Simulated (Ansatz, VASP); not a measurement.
## HgTe in VASP and in Ansatz

```
Hg Te
1.0
     0.00000    3.61188    2.81727
     3.61188    0.00000    2.81727
     3.61188    3.61188    0.00000
Hg Te
1 1
Direct
  0.00000 0.00000 0.00000
  0.75000 0.75000 0.75000
```

Alike in both runs: task single point; functional PBE; k mesh 18 × 18 × 18; occupations gaussian, width 0.15 eV; no spin polarisation.

```csv
,VASP,Ansatz
version,VASP 6.6.1,Ansatz 0.2.0
potentials or method,"VASP PAW PBE potentials, release 64 (Hg, Te), cutoff 520 eV","scalar-relativistic, plane waves, PAW"
valence electrons in the cell,18,36
```

|  | VASP | Ansatz | Ansatz less VASP |
| --- | --- | --- | --- |
| pressure (GPa) | -0.7 | -0.7 | -0.04 |
| traceless stress, the component that is largest in VASP (GPa) | 1.63 | 1.64 | +0.010 |

VASP's potentials hold 18 valence electrons a cell and Ansatz's 36, so a difference there can come from the potentials and not from the codes.

Neither program's run includes spin-orbit coupling.
